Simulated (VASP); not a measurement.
# Zr in VASP: further runs

Runs on Zr. Level: PBEsol. Tasks: single point.

Program: VASP 6.6.1. These are calculated values, not measurements. Logs are shortened: lines on timing, memory, paths and dates and some standing lists are left out, and cuts for length are marked.

## (1) The cell of the first run

The typed cell holds 2 atoms: a = 3.232 Å, b = 3.260 Å, c = 5.148 Å, α = 90.41°, β = 91.14°, γ = 120.85°.

## (2) Single point, PBEsol (equal xy, yz and zx shear strains of -2 %)

INCAR

```
  PREC = Accurate
  ENCUT = 520
  EDIFF = 1E-7
  ISMEAR = -1
  SIGMA = 0.08
  LREAL = False
  LASPH = True
  NELM = 100
  ALGO = Normal
  ISIF = 2
  LWAVE = False
  LCHARG = False
  GGA = PS
  NBANDS = 19
```

KPOINTS

```
regular mesh
0
Gamma
  13 13 7
```

POSCAR

```
Zr
1.0
    3.2319982225     -0.0323199822     -0.0323199822
   -1.6439890369      2.8151525567     -0.0118299345
   -0.0514700000     -0.0514700000      5.1470000000
Zr
2
Direct
    0.3333333333      0.6666666667      0.2500000000
    0.6666666667      0.3333333333      0.7500000000
```

Potentials or basis: VASP PAW PBE potentials, release 64 (Zr_sv).

The run is started by

```bash
> cat potpaw_PBE.64/Zr_sv/POTCAR > POTCAR
> mpirun -np 1 vasp_std > vasp.out
```

OUTCAR:

```text
PREC = Accurate
   ENCUT = 520
   EDIFF = 1E-7
   ISMEAR = -1
   LREAL = False
   LASPH = True
   NELM = 100
   ISIF = 2
   GGA = PS

 ion  position               nearest neighbor table
   1  0.333  0.667  0.250-   2 3.13   2 3.15   2 3.18   2 3.20   2 3.21   2 3.21
   2  0.667  0.333  0.750-   1 3.13   1 3.15   1 3.18   1 3.20   1 3.21   1 3.21

  LATTYP: Found a triclinic cell.
 ALAT       =     3.2043532150
 B/A-ratio  =     1.0087281861
 C/A-ratio  =     1.6064130041
 COS(alpha) =     0.0198960208
 COS(beta)  =     0.0274156886
 COS(gamma) =     0.4869832430

  Lattice vectors:

 A1 = (   1.5880091856,   2.7828325745,  -0.0441499167)
 A2 = (   3.2319982225,  -0.0323199822,  -0.0323199822)
 A3 = (   0.0514700000,   0.0514700000,  -5.1470000000)

Analysis of symmetry for initial positions (statically):
=====================================================================
 Subroutine PRICEL returns:
 Original cell was already a primitive cell.

 Routine SETGRP: Setting up the symmetry group for a
 triclinic supercell.

 Subroutine GETGRP returns: Found  2 space group operations
 (whereof  2 operations were pure point group operations)
 out of a pool of  2 trial point group operations.

The static configuration has the point symmetry S_2 .

Analysis of symmetry for dynamics (positions and initial velocities):
=====================================================================
 Subroutine PRICEL returns:
 Original cell was already a primitive cell.

 Routine SETGRP: Setting up the symmetry group for a
 triclinic supercell.

 Subroutine GETGRP returns: Found  2 space group operations
 (whereof  2 operations were pure point group operations)
 out of a pool of  2 trial point group operations.

The dynamic configuration has the point symmetry S_2 .

 Subroutine INISYM returns: Found  2 space group operations
 (whereof  2 operations are pure point group operations),
 and found     1 'primitive' translations

----------------------------------------------------------------------------------------

                                     Primitive cell
[... 75 lines left out ...]
   total plane-waves  NPLWV =  23040
   dimension x,y,z NGX =    24 NGY =   24 NGZ =   40
   dimension x,y,z NGXF=    48 NGYF=   48 NGZF=   80
   ions per type =               2
   NGX,Y,Z   is equivalent  to a cutoff of  12.34, 12.24, 12.92 a.u.
   NGXF,Y,Z  is equivalent  to a cutoff of  24.69, 24.48, 25.84 a.u.
 SYSTEM =  unknown system
   PREC   = accura    normal or accurate (medium, high low for compatibility)
   ISTART =      0    job   : 0-new  1-cont  2-samecut
   ICHARG =      2    charge: 1-file 2-atom 10-const
   ISPIN  =      1    spin polarized calculation?
   LNONCOLLINEAR =      F non collinear calculations
   LSORBIT =      F    spin-orbit coupling
   LASPH  =      T    aspherical Exc in radial PAW
   ENCUT  =  520.0 eV  38.22 Ry    6.18 a.u.   6.01  6.06  9.57*2*pi/ulx,y,z
   NELM   =    100;   NELMIN=  2; NELMDL= -5     # of ELM steps
   EDIFF  = 0.1E-06   stopping-criterion for ELM
   LREAL  =      F    real-space projection
   EDIFFG = 0.1E-05   stopping-criterion for IOM
   NSW    =      0    number of steps for IOM
   IBRION =     -1    ionic relax: 0-MD 1-quasi-New 2-CG
   NFREE  =      0    steps in history (QN), initial steepest desc. (CG)
   ISIF   =      2    stress and relaxation
   ISYM   =      2    0-nonsym 1-usesym 2-fastsym
   POTIM  = 0.5000    time-step for ionic-motion
   TEBEG  =    0.0;   TEEND  =   0.0 temperature during run
   PSTRESS=    0.0 pullay stress
   NELECT =      24.0000    total number of electrons
   NUPDOWN=      -1.0000    fix difference up-down
   EMIN   =  10.00;   EMAX   =-10.00  energy-range for DOS
   EFERMI =   0.00;   METHOD = LEGACY
   ISMEAR =    -1;   SIGMA  =   0.08  broadening in eV -4-tet -1-fermi 0-gaus
   EFERMI_NEDOS =   21; number of points for ismear=-14 and -15
   IALGO  =     38    algorithm
   IMIX   =      4    mixing-type and parameters
     AMIX     =   0.40;   BMIX     =  1.00
     AMIX_MAG =   1.60;   BMIX_MAG =  1.00
  volume/ion in A,a.u.               =      23.27       157.06
  Fermi-wavevector in a.u.,A,eV,Ry     =   1.312744  2.480726 23.446868  1.723296
  Thomas-Fermi vector in A             =   2.443115
   LORBIT       =      0    0 simple, 1 ext, 2 COOP (PROOUT), +10 PAW based schemes
   GGA     = PS    functional components
   LHFCALC =     F    Hartree Fock is set to
   AEXX    =    0.0000 exact exchange contribution
   IVDW    =     0    specifies the selected vdW correction
   LEPSILON=     F    determine dielectric tensor
   LRPA    =     F    only Hartree local field effects (RPA)
 non-spin polarized calculation
  energy-cutoff  :      520.00
  volume of cell :       46.55
 maximum number of plane-waves:      1270
   NGX = 13   NGY = 13   NGZ = 19

 number of electron      24.0000000 magnetization

 Free energy of the ion-electron system (eV)
  ---------------------------------------------------
  ext. energy  EPLUGINS =         0.00000000
  ---------------------------------------------------
  free energy    TOTEN  =       -18.16187803 eV

  energy without entropy =      -18.11656191  energy(sigma->0) =      -18.13921997

 E-fermi :   8.8502     XC(G=0): -11.2030

 val. band max:        8.8500460296   @ k =  -0.3846  -0.1538   0.2857
 cond. band min:       8.8509282503   @ k =   0.3077   0.3077   0.2857
 fundamental gap:      0.0008822207
 Fermi energy:         8.8501662981

 k-point     1 :       0.0000    0.0000    0.0000
  band No.  band energies     occupation
      1     -39.8645      2.00000
      2     -39.7073      2.00000
      3     -18.4201      2.00000
      4     -17.5533      2.00000
      5     -17.5277      2.00000
      6     -17.4105      2.00000
[... 505 lines left out ...]
      6     -17.7078      2.00000
[... 11 lines left out ...]
     18      13.3356      0.00000
     19      13.8264      0.00000

 [... further k-points ...]
[... 5 lines left out ...]
  --------------------------------------------------------------------------------------
  -------------------------------------------------------------------------------------
  Total       -0.9974240     -0.9893904     -0.8166192      0.2686473      0.1475032      0.1487003
  in kB      -34.3316400    -34.0551191    -28.1082836      9.2469237      5.0771060      5.1183098
  external PRESSURE =     -32.1650143 kB  Pullay stress =       0.0000000 kB

 VOLUME and BASIS-vectors are now :
 -----------------------------------------------------------------------------
  energy-cutoff  :      520.00
  volume of cell :       46.55
      direct lattice vectors                 reciprocal lattice vectors
     3.231998223 -0.032319982 -0.032319982     0.311273395  0.181797742  0.004930711
    -1.643989037  2.815152557 -0.011829935     0.003609531  0.357343593  0.003609531
    -0.051470000 -0.051470000  5.147000000     0.001962901  0.001962901  0.194327193

 POSITION                                       TOTAL-FORCE (eV/Angst)
 -----------------------------------------------------------------------------------
     -0.03153      1.85313      1.26809         0.039971      0.001766      0.005835
      1.56807      0.87824      3.83476        -0.039971     -0.001766     -0.005835
 -----------------------------------------------------------------------------------
    total drift:                               -0.000000      0.000000     -0.000000

  FREE ENERGIE OF THE ION-ELECTRON SYSTEM (eV)
  ---------------------------------------------------
  free  energy   TOTEN  =       -18.1618780324 eV

  energy  without entropy=      -18.1165619063  energy(sigma->0) =      -18.13921997
```

It took 3.7 min on 1 thread of Intel Xeon 6975P-C, shared host; peak memory 0.5 GiB.

Results:

- Free energy: -18.1619 eV
- Pressure: -3.2 GPa
- Largest force: 0.040 eV/Å
- Band gap on the k mesh: zero (band 12 reaches 9.86 eV, above the bottom of band 13 at 8.61 eV)

Forces in eV/Å, atoms in the order of the input:
```
Zr   0.040  0.002  0.006
Zr  -0.040 -0.002 -0.006
```

Stress tensor (GPa, compression positive):
```
-3.43  0.92  0.51
 0.92 -3.41  0.51
 0.51  0.51 -2.81
```

Caveat: the cell differs from its parent crystal (equal xy, yz and zx shear strains of -2 %); the PAW data sets were made with another functional, which shifts forces and pressure a little.

## (3) Single point, PBEsol (volume scaled by 1.02)

INCAR

```
PREC = Accurate ; ENCUT = 520
EDIFF = 1E-6 ; ISMEAR = -1
SIGMA = 0.08 ; LREAL = F
LASPH = T ; NELM = 100
ALGO = Normal ; ISIF = 2
LWAVE = F ; LCHARG = F
GGA = PS ; NBANDS = 19
```

KPOINTS

```
Automatic mesh
0
Gamma
  13 13 7
```

POSCAR

```
Zr
1.0
    3.2534028080      0.0000000000      0.0000000000
   -1.6267014040      2.8175294804      0.0000000000
    0.0000000000      0.0000000000      5.1810870861
Zr
2
Direct
    0.3333333333      0.6666666667      0.2500000000
    0.6666666667      0.3333333333      0.7500000000
```

Potentials or basis: VASP PAW PBE potentials, release 64 (Zr_sv).

The run is started by

```bash
> cat potpaw_PBE.64/Zr_sv/POTCAR > POTCAR
> mpirun -np 1 vasp_std > vasp.out
```

Run time: 33 s. Hardware: 1 thread of Intel Xeon Platinum 8488C (Sapphire Rapids), shared host; peak memory 0.19 GiB.

The run converged. Its results:

- Free energy: -18.1439 eV
- Pressure: -4.9 GPa
- Band gap on the k mesh: zero (band 12 reaches 9.50 eV, above the bottom of band 13 at 8.41 eV)

Stress tensor (GPa, compression positive):
```
-5.08  0.00  0.00
 0.00 -5.08  0.00
 0.00  0.00 -4.58
```

Levels at points of the mesh, in eV from the Fermi level:
```tsv
k point	band 8	band 9	band 10	band 11	band 12	band 13	band 14	band 15	band 16	band 17
(0.00, 0.00, 0.00)	-26.32	-5.63	-2.98	0.86	0.86	1.01	1.12	1.54	1.54	2.10
```

Caveat: the PAW data sets were made with another functional, which shifts forces and pressure a little.

## (4) Single point, PBEsol (volume scaled by 1.025)

INCAR

```
PREC = Accurate ; ENCUT = 520
EDIFF = 1E-7 ; ISMEAR = -1
SIGMA = 0.08 ; LREAL = False
LASPH = True ; NELM = 60
ALGO = Normal ; ISIF = 2
LWAVE = False ; LCHARG = False
GGA = PS ; NBANDS = 19
```

KPOINTS is that of step 3.

POSCAR

```
Zr
1.0
    3.2587101630      0.0000000000      0.0000000000
   -1.6293550814      2.8221257846      0.0000000000
    0.0000000000      0.0000000000      5.1895391192
Zr
2
Direct
    0.3333333333      0.6666666667      0.2500000000
    0.6666666667      0.3333333333      0.7500000000
```

The run is started by

```bash
> cat potpaw_PBE.64/Zr_sv/POTCAR > POTCAR
> mpirun -np 1 vasp_std > vasp.out
```

Run time: 37 s. Hardware: 1 thread of Intel Xeon Platinum 8488C (Sapphire Rapids), shared host; peak memory 0.2 GiB.

The run converged. Its results:

* Free energy: -18.1366 eV
* Pressure: -5.3 GPa
* Band gap on the k mesh: zero (band 12 reaches 9.45 eV, above the bottom of band 13 at 8.36 eV)

Stress tensor (GPa, compression positive):
```
-5.47  0.00  0.00
 0.00 -5.47  0.00
 0.00  0.00 -5.01
```

Levels at points of the mesh, in eV from the Fermi level:
| k point | band 9 | band 10 | band 11 | band 12 | band 13 | band 14 | band 15 | band 16 |
| --- | --- | --- | --- | --- | --- | --- | --- | --- |
| (0.00, 0.00, 0.00) | -5.62 | -2.97 | 0.86 | 0.86 | 1.01 | 1.11 | 1.53 | 1.53 |

Caveat: the PAW data sets were made with another functional, which shifts forces and pressure a little.

## (5) Summary

| cell | gap on the mesh (eV) | pressure (GPa) |
| --- | --- | --- |
| a = 3.232, b = 3.260, c = 5.148 Å, angles 90.4, 91.1, 120.9°, 2 atoms | none | -3.2 |
| a = 3.253, b = 3.253, c = 5.181 Å, angles 90.0, 90.0, 120.0°, 2 atoms | none | -4.9 |
| a = 3.259, b = 3.259, c = 5.190 Å, angles 90.0, 90.0, 120.0°, 2 atoms | none | -5.3 |

Alike in all rows: task single point; level PBEsol; potentials or basis VASP PAW PBE potentials, release 64 (Zr_sv); no spin polarisation; k mesh 13 × 13 × 7; cutoff (eV) 520; smearing fermi-dirac 0.08 eV.

Caveats: the PAW data sets were made with another functional, which shifts forces and pressure a little.

Absolute energies hang on the potentials; compare differences alone.
